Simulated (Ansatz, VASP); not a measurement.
**Two plane-wave programs on Al3B2As**

The input INCAR:

```
SYSTEM = Al3B2As
  ALGO = Normal
  EDIFF = 1E-7
  EDIFFG = -0.01
  ENCUT = 600
  GGA = PE
  IBRION = 2
  ISIF = 3
  ISMEAR = 0
  LASPH = .TRUE.
  LCHARG = .FALSE.
  LREAL = .FALSE.
  LWAVE = .FALSE.
  NELM = 60
  NSW = 100
  PREC = Accurate
  SIGMA = 0.1
```

KPOINTS

```
k-points
0
G
  12 12 6
  0 0 0
```

The input POSCAR:

```
Al3B2As
1.0
    4.8025884663      0.0000000000      0.0000000000
   -2.4012942331      4.1591636157      0.0000000000
    0.0000000000      0.0000000000      7.6231573197
Al B As
3 2 1
Direct
    0.3333333333      0.6666666667      0.5000000000
    0.6666666667      0.3333333333      0.5000000000
    0.0000000000      0.0000000000      0.0000000000
    0.0000000000      0.0000000000      0.7444300685
    0.0000000000      0.0000000000      0.2555699315
    0.0000000000      0.0000000000      0.5000000000
```

Input for Ansatz:

```yaml
crystal:
  lattice:
    - [4.8025884663, 0.0, 0.0]
    - [-2.4012942331, 4.1591636157, 0.0]
    - [0.0, 0.0, 7.6231573197]
  atoms:
    - { symbol: Al, position: [0.3333333333, 0.6666666667, 0.5] }
    - { symbol: Al, position: [0.6666666667, 0.3333333333, 0.5] }
    - { symbol: Al, position: [0.0, 0.0, 0.0] }
    - { symbol: B, position: [0.0, 0.0, 0.7444300685] }
    - { symbol: B, position: [0.0, 0.0, 0.2555699315] }
    - { symbol: As, position: [0.0, 0.0, 0.5] }
basis:
  ecutwfc: 420
kpoints:
  mp_grid: { grid: [12, 12, 6] }
hamiltonian:
  xc: pbe
scf:
  occupations: { method: gaussian, width: 0.1 }
output:
  forces: true
  stress: true
  eigenvalues: true
relax:
  adjacent_minimum: "off"
  f_tol: 0.01
  max_steps: 80
  cell: { stress_tol: 0.05 }
```

Alike in both runs: task relaxation of cell and atoms; functional PBE; k mesh 12 × 12 × 6; occupations gaussian, width 0.1 eV; no spin polarisation.

|  | VASP | Ansatz |
| --- | --- | --- |
| version | VASP 6.6.1 | Ansatz 0.2.0 |
| potentials or method | VASP PAW PBE potentials, release 64 (Al, B, As), cutoff 600 eV | scalar-relativistic, plane waves, PAW |
| valence electrons in the cell | 20 | 30 |

|  | VASP | Ansatz | Ansatz less VASP |
| --- | --- | --- | --- |
| gap on the k mesh at the Fermi level, each at its own relaxed structure (eV) | none | none | - |
| relaxed volume (Å³/atom) | 26.40 | 26.34 | -0.060 |
| relaxed cell length with the largest relative difference (Å) | 7.601 | 7.590 | -0.0110 |

A gap of «none» marks a metal or a gap that the smearing closes. VASP's potentials hold 20 valence electrons a cell and Ansatz's 30, so a difference there can come from the potentials and not from the codes.
